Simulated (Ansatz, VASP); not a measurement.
## V in VASP and in Ansatz

```
V
1.0
    -1.49819    1.49819    1.49819
     1.49819   -1.49819    1.49819
     1.49819    1.49819   -1.49819
V
1
Direct
  0.00000 0.00000 0.00000
```

Alike in both runs: functional PBE; k mesh 25 × 25 × 25; no spin polarisation.

Ansatz relaxed the structure, and its values are those at the end. VASP's run is a single point on that final structure, the one shown.

```csv
,VASP,Ansatz
version,VASP 6.6.1,Ansatz 0.2.0
potentials or method,"VASP PAW PBE potentials, release 64 (V_sv)","plane-wave PAW, scalar-relativistic"
plane-wave cutoff (eV),520,420
occupations,"methfessel-paxton of order 1, width 0.1 eV","cold, width 0.1 eV"
valence electrons in the cell,13,13
```

|  | VASP | Ansatz | Ansatz less VASP |
| --- | --- | --- | --- |
| pressure (GPa) | 0.2 | 0.0 | -0.22 |
